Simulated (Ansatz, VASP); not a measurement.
**One calculation of TaSiF, two programs**

File INCAR:

```
  PREC = Accurate
  ENCUT = 600
  EDIFF = 1E-7
  ISMEAR = 0
  SIGMA = 0.1
  LREAL = F
  LASPH = T
  NELM = 60
  ALGO = Normal
  ISIF = 3
  LWAVE = F
  LCHARG = F
  GGA = PE
  IBRION = 2
  NSW = 90
  EDIFFG = -0.04
```

Contents of KPOINTS:

```
Automatic mesh
0
Gamma
  6 6 4
```

The input POSCAR:

```
TaSiF
1.0
    3.0253579200      0.0000000000      0.0000000000
    0.0000000000      3.0253579200      0.0000000000
    0.0000000000      0.0000000000      5.7810825800
Ta Si F
1 1 1
Direct
    0.0000000000      0.0000000000      0.0000000000
    0.0000000000      0.0000000000      0.5000000000
    0.5000000000      0.5000000000      0.5000000000
```

Input for Ansatz:

```yaml
crystal:
  lattice:
    - [3.02535792, 0.0, 0.0]
    - [0.0, 3.02535792, 0.0]
    - [0.0, 0.0, 5.78108258]
  atoms:
    - { symbol: Ta, position: [0.0, 0.0, 0.0] }
    - { symbol: Si, position: [0.0, 0.0, 0.5] }
    - { symbol: F, position: [0.5, 0.5, 0.5] }
basis:
  ecutwfc: 420
kpoints:
  mp_grid: { grid: [6, 6, 4] }
hamiltonian:
  xc: pbe
scf:
  occupations: { method: gaussian, width: 0.1 }
  lower_state_search: "off"
output:
  forces: true
  stress: true
  eigenvalues: true
relax:
  adjacent_minimum: "off"
  f_tol: 0.04
  max_steps: 70
  cell: { stress_tol: 0.4 }
```

Alike in both runs: task relaxation of cell and atoms; functional PBE; k mesh 6 × 6 × 4; occupations gaussian, width 0.1 eV; no spin polarisation.

|  | VASP | Ansatz |
| --- | --- | --- |
| version | VASP 6.6.1 | Ansatz 0.2.0 |
| potentials or method | VASP PAW PBE potentials, release 64 (Ta_pv, Si, F), cutoff 600 eV | scalar-relativistic, plane waves, PAW |
| valence electrons in the cell | 22 | 24 |

Ansatz gave:

```
gap on the k mesh at the Fermi level, each at its own relaxed structure (eV) : none
relaxed volume (Å³/atom)                                                     : 16.67
relaxed cell length with the largest relative difference (Å)                 : 5.439
```

Question: Estimate VASP's values.

Answer: gap on the k mesh at the Fermi level, each at its own relaxed structure (eV): none; relaxed volume (Å³/atom): 16.66; relaxed cell length with the largest relative difference (Å): 5.437.

A gap of «none» marks a metal or a gap that the smearing closes. VASP's potentials hold 22 valence electrons a cell and Ansatz's 24, so a difference there can come from the potentials and not from the codes.

Neither program's run includes spin-orbit coupling.
